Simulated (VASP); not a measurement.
# Cu (Fm-3m) in VASP: further runs

Cu is run at these levels: PBE; tasks: single point, relaxation of cell and atoms.

Program: VASP 6.6.1. These are calculated values, not measurements. Logs are shortened: lines on timing, memory, paths and dates and some standing lists are left out, and cuts for length are marked.

### Step 1. The cell of the first run

The structure is cubic, space group Fm-3m (No. 225). Conventional cell: a = 3.628 Å, b = 3.628 Å, c = 3.628 Å, α = 90.00°, β = 90.00°, γ = 90.00°. Within 3.4 Å of Cu (site symmetry m-3m) lie 12 Cu at 2.57 Å.

### Step 2. Single point, PBE

The input, INCAR:

```
SYSTEM = Cu
PREC = Accurate ; ENCUT = 520
EDIFF = 1E-6 ; ISMEAR = 1
SIGMA = 0.0584 ; LREAL = .False.
LASPH = .True. ; NELM = 80
ALGO = Normal ; ISIF = 2
LWAVE = .False. ; LCHARG = .False.
GGA = PE ; NBANDS = 12
```

The input, KPOINTS:

```
regular mesh
0
Gamma
  12 12 12
  0 0 0
```

The input, POSCAR:

```
Cu
1.0
    0.0000000000      1.8142287849      1.8142287849
    1.8142287849      0.0000000000      1.8142287849
    1.8142287849      1.8142287849      0.0000000000
Cu
1
Direct
    0.0000000000      0.0000000000      0.0000000000
```

Potentials or basis: VASP PAW PBE potentials, release 64 (Cu).

Run with:

```
$ cat potpaw_PBE.64/Cu/POTCAR > POTCAR
$ mpirun -np 1 vasp_std > vasp.out
```

OUTCAR:

```text
SYSTEM = Cu
   PREC = Accurate
   ENCUT = 520
   EDIFF = 1E-6
   ISMEAR = 1
   LREAL = .False.
   LASPH = .True.
   NELM = 80
   ISIF = 2
   GGA = PE

 ion  position               nearest neighbor table
   1  0.000  0.000  0.000-

  LATTYP: Found a face centered cubic cell.
 ALAT       =     3.6284575698

  Lattice vectors:

 A1 = (   0.0000000000,   1.8142287849,   1.8142287849)
 A2 = (   1.8142287849,   0.0000000000,   1.8142287849)
 A3 = (   1.8142287849,   1.8142287849,   0.0000000000)

Analysis of symmetry for initial positions (statically):
=====================================================================
 Subroutine PRICEL returns:
 Original cell was already a primitive cell.

 Routine SETGRP: Setting up the symmetry group for a
 face centered cubic supercell.

 Subroutine GETGRP returns: Found 48 space group operations
 (whereof 48 operations were pure point group operations)
 out of a pool of 48 trial point group operations.

The static configuration has the point symmetry O_h .

Analysis of symmetry for dynamics (positions and initial velocities):
=====================================================================
 Subroutine PRICEL returns:
 Original cell was already a primitive cell.

 Routine SETGRP: Setting up the symmetry group for a
 face centered cubic supercell.

 Subroutine GETGRP returns: Found 48 space group operations
 (whereof 48 operations were pure point group operations)
 out of a pool of 48 trial point group operations.

The dynamic configuration has the point symmetry O_h .

 Subroutine INISYM returns: Found 48 space group operations
 (whereof 48 operations are pure point group operations),
 and found     1 'primitive' translations

----------------------------------------------------------------------------------------

                                     Primitive cell

  volume of cell :      11.9428

  direct lattice vectors                    reciprocal lattice vectors
     0.000000000  1.814228785  1.814228785    -0.275599199  0.275599199  0.275599199
     1.814228785  0.000000000  1.814228785     0.275599199 -0.275599199  0.275599199
     1.814228785  1.814228785  0.000000000     0.275599199  0.275599199 -0.275599199

  length of vectors
     2.565706953  2.565706953  2.565706953     0.477351815  0.477351815  0.477351815

  position of ions in fractional coordinates (direct lattice)
     0.000000000  0.000000000  0.000000000

  ion indices of the primitive-cell ions
   primitive index   ion index
                 1           1

----------------------------------------------------------------------------------------

 KPOINTS: regular mesh

Automatic generation of k-mesh.
 Grid dimensions read from file:
 generate k-points for:   12   12   12

 Generating k-lattice:

  Cartesian coordinates                     Fractional coordinates (reciprocal lattice)
    -0.022966600  0.022966600  0.022966600     0.083333333  0.000000000  0.000000000
     0.022966600 -0.022966600  0.022966600     0.000000000  0.083333333  0.000000000
     0.022966600  0.022966600 -0.022966600     0.000000000  0.000000000  0.083333333

  Length of vectors
     0.039779318  0.039779318  0.039779318

  Shift w.r.t. Gamma in fractional coordinates (k-lattice)
     0.000000000  0.000000000  0.000000000

 Subroutine IBZKPT returns following result:
 ===========================================

 Found     72 irreducible k-points:

 Following reciprocal coordinates:
            Coordinates               Weight
  0.000000  0.000000  0.000000      1.000000
  0.083333  0.000000  0.000000      8.000000
  0.166667  0.000000  0.000000      8.000000
  0.250000  0.000000  0.000000      8.000000
  0.333333  0.000000  0.000000      8.000000
  0.416667  0.000000  0.000000      8.000000
[... 16 lines left out ...]
  0.500000  0.166667  0.000000     24.000000
 -0.416667  0.166667  0.000000     24.000000
 [... further k-points ...]
   k-points           NKPTS =     72   k-points in BZ     NKDIM =     72   number of bands    NBANDS=     12
   number of dos      NEDOS =    301   number of ions     NIONS =      1
   total plane-waves  NPLWV =   8000
   dimension x,y,z NGX =    20 NGY =   20 NGZ =   20
   dimension x,y,z NGXF=    40 NGYF=   40 NGZF=   40
   ions per type =               1
   NGX,Y,Z   is equivalent  to a cutoff of  12.96, 12.96, 12.96 a.u.
   NGXF,Y,Z  is equivalent  to a cutoff of  25.92, 25.92, 25.92 a.u.
 SYSTEM =  Cu
   PREC   = accura    normal or accurate (medium, high low for compatibility)
   ISTART =      0    job   : 0-new  1-cont  2-samecut
   ICHARG =      2    charge: 1-file 2-atom 10-const
   ISPIN  =      1    spin polarized calculation?
   LNONCOLLINEAR =      F non collinear calculations
   LSORBIT =      F    spin-orbit coupling
   LASPH  =      T    aspherical Exc in radial PAW
   ENCUT  =  520.0 eV  38.22 Ry    6.18 a.u.   4.77  4.77  4.77*2*pi/ulx,y,z
   NELM   =     80;   NELMIN=  2; NELMDL= -5     # of ELM steps
   EDIFF  = 0.1E-05   stopping-criterion for ELM
   LREAL  =      F    real-space projection
   EDIFFG = 0.1E-04   stopping-criterion for IOM
   NSW    =      0    number of steps for IOM
   IBRION =     -1    ionic relax: 0-MD 1-quasi-New 2-CG
   NFREE  =      0    steps in history (QN), initial steepest desc. (CG)
   ISIF   =      2    stress and relaxation
   ISYM   =      2    0-nonsym 1-usesym 2-fastsym
   POTIM  = 0.5000    time-step for ionic-motion
   TEBEG  =    0.0;   TEEND  =   0.0 temperature during run
   PSTRESS=    0.0 pullay stress
   NELECT =      11.0000    total number of electrons
   NUPDOWN=      -1.0000    fix difference up-down
   EMIN   =  10.00;   EMAX   =-10.00  energy-range for DOS
   EFERMI =   0.00;   METHOD = LEGACY
   ISMEAR =     1;   SIGMA  =   0.06  broadening in eV -4-tet -1-fermi 0-gaus
   EFERMI_NEDOS =   21; number of points for ismear=-14 and -15
   IALGO  =     38    algorithm
   IMIX   =      4    mixing-type and parameters
     AMIX     =   0.40;   BMIX     =  1.00
     AMIX_MAG =   1.60;   BMIX_MAG =  1.00
  volume/ion in A,a.u.               =      11.94        80.59
  Fermi-wavevector in a.u.,A,eV,Ry     =   1.592833  3.010019 34.519587  2.537118
  Thomas-Fermi vector in A             =   2.691157
   LORBIT       =      0    0 simple, 1 ext, 2 COOP (PROOUT), +10 PAW based schemes
   GGA     = PE    functional components
   LHFCALC =     F    Hartree Fock is set to
   AEXX    =    0.0000 exact exchange contribution
   IVDW    =     0    specifies the selected vdW correction
   LEPSILON=     F    determine dielectric tensor
   LRPA    =     F    only Hartree local field effects (RPA)
 non-spin polarized calculation
 Methfessel and Paxton  Order N= 1 SIGMA  =   0.06
  energy-cutoff  :      520.00
  volume of cell :       11.94
 maximum number of plane-waves:       332
   NGX =  9   NGY =  9   NGZ =  9

 number of electron      10.9999998 magnetization

 Free energy of the ion-electron system (eV)
  ---------------------------------------------------
  ext. energy  EPLUGINS =         0.00000000
  ---------------------------------------------------
  free energy    TOTEN  =        -3.72402546 eV

  energy without entropy =       -3.72375958  energy(sigma->0) =       -3.72393683

 E-fermi :   7.3567     XC(G=0): -12.6622

 val. band max:        7.3494021917   @ k =   0.4167   0.4167   0.0000
 cond. band min:       7.3582515156   @ k =   0.5000   0.3333   0.1667
 fundamental gap:      0.0088493239
 Fermi energy:         7.3566539831

 k-point     1 :       0.0000    0.0000    0.0000
  band No.  band energies     occupation
      1      -1.8191      2.00000
      2       4.4492      2.00000
      3       4.4492      2.00000
      4       4.4492      2.00000
      5       5.2569      2.00000
      6       5.2569      2.00000
      7      29.9526      0.00000
      8      32.5101      0.00000
      9      32.5101      0.00000
     10      32.5101      0.00000
     11      34.9925      0.00000
     12      34.9925      0.00000

 k-point     2 :       0.0833    0.0000    0.0000
  band No.  band energies     occupation
      1      -1.5688      2.00000
      2       4.3980      2.00000
      3       4.4946      2.00000
      4       4.4946      2.00000
      5       5.2400      2.00000
      6       5.2400      2.00000
      7      28.2006      0.00000
      8      30.7848      0.00000
      9      31.8179      0.00000
     10      31.8179      0.00000
     11      36.0347      0.00000
     12      36.0347      0.00000

 k-point     3 :       0.1667    0.0000    0.0000
  band No.  band energies     occupation
      1      -0.8381      2.00000
      2       4.2782      2.00000
      3       4.5852      2.00000
      4       4.5852      2.00000
      5       5.2318      2.00000
      6       5.2318      2.00000
      7      23.9776      0.00000
      8      30.3632      0.00000
      9      30.8408      0.00000
     10      30.8408      0.00000
     11      36.8414      0.00000
     12      37.3836      0.00000

 k-point     4 :       0.2500    0.0000    0.0000
  band No.  band energies     occupation
      1       0.2875      2.00000
      2       4.2027      2.00000
      3       4.6025      2.00000
      4       4.6025      2.00000
      5       5.3385      2.00000
      6       5.3385      2.00000
      7      19.7993      0.00000
      8      29.8187      0.00000
      9      30.0965      0.00000
     10      30.0965      0.00000
     11      35.7555      0.00000
     12      35.7555      0.00000

 k-point     5 :       0.3333    0.0000    0.0000
  band No.  band energies     occupation
      1       1.5252      2.00000
      2       4.4542      2.00000
      3       4.5284      2.00000
      4       4.5284      2.00000
      5       5.5507      2.00000
      6       5.5507      2.00000
      7      15.9836      0.00000
      8      29.1553      0.00000
      9      29.6279      0.00000
     10      29.6279      0.00000
     11      33.9771      0.00000
     12      33.9772      0.00000
[... 228 lines left out ...]
      1       1.4277      2.00000
      2       3.8445      2.00000
      3       4.5002      2.00000
      4       4.8797      2.00000
      5       5.5847      2.00000
      6       5.6405      2.00000
      7      19.1517      0.00000
      8      25.1764      0.00000
      9      26.1793      0.00000
     10      27.9830      0.00000
     11      34.0826      0.00000
     12      39.2960      0.00000

 k-point    22 :       0.4167    0.1667    0.0000
  band No.  band energies     occupation
      1       2.4304      2.00000
      2       3.9410      2.00000
      3       4.3718      2.00000
      4       4.8094      2.00000
      5       5.7948      2.00000
      6       6.4551      2.00000
      7      15.4692      0.00000
      8      24.5110      0.00000
      9      25.0196      0.00000
     10      27.6135      0.00000
     11      37.2663      0.00000
     12      38.6469      0.00000

 k-point    23 :       0.5000    0.1667    0.0000
  band No.  band energies     occupation
      1       2.8495      2.00000
      2       4.0582      2.00000
      3       4.5334      2.00000
      4       4.7348      2.00000
      5       5.8343      2.00000
      6       7.9139     -0.00000
      7      12.4104      0.00000
      8      23.0891      0.00000
      9      25.4483      0.00000
     10      27.6484      0.00000
     11      37.3608      0.00000
     12      37.7704      0.00000

 k-point    24 :      -0.4167    0.1667    0.0000
  band No.  band energies     occupation
      1       2.9063      2.00000
      2       4.1035      2.00000
      3       4.6191      2.00000
      4       4.7005      2.00000
      5       5.7197      2.00000
      6       8.4391     -0.00000
      7      11.7145      0.00000
      8      22.0906      0.00000
      9      26.4695      0.00000
     10      28.0723      0.00000
     11      36.4711      0.00000
     12      37.2596      0.00000

 [... further k-points ...]

------------------------ aborting loop because EDIFF is reached ----------------------------------------

  FORCE on cell =-STRESS in cart. coord.  units (eV):
  Direction    XX          YY          ZZ          XY          YZ          ZX
  --------------------------------------------------------------------------------------
  -------------------------------------------------------------------------------------
  Total        0.0413107      0.0413107      0.0413107     -0.0000000      0.0000000     -0.0000000
  in kB        5.5420049      5.5420049      5.5420049     -0.0000000      0.0000000     -0.0000000
  external PRESSURE =       5.5420049 kB  Pullay stress =       0.0000000 kB

 VOLUME and BASIS-vectors are now :
 -----------------------------------------------------------------------------
  energy-cutoff  :      520.00
  volume of cell :       11.94
      direct lattice vectors                 reciprocal lattice vectors
     0.000000000  1.814228785  1.814228785    -0.275599199  0.275599199  0.275599199
     1.814228785  0.000000000  1.814228785     0.275599199 -0.275599199  0.275599199
     1.814228785  1.814228785  0.000000000     0.275599199  0.275599199 -0.275599199

 POSITION                                       TOTAL-FORCE (eV/Angst)
 -----------------------------------------------------------------------------------
      0.00000      0.00000      0.00000         0.000000      0.000000      0.000000
 -----------------------------------------------------------------------------------
    total drift:                                0.000000      0.000000      0.000000

  FREE ENERGIE OF THE ION-ELECTRON SYSTEM (eV)
  ---------------------------------------------------
  free  energy   TOTEN  =        -3.7240254600 eV

  energy  without entropy=       -3.7237595811  energy(sigma->0) =       -3.72393683
```

It took 7.6 s on 1 thread of Intel Xeon Platinum 8488C (Sapphire Rapids), shared host; peak memory 0.12 GiB.

Results:

```
Free energy : -3.7240 eV
Pressure    : 0.6 GPa
```

[end of part 1 of 2]
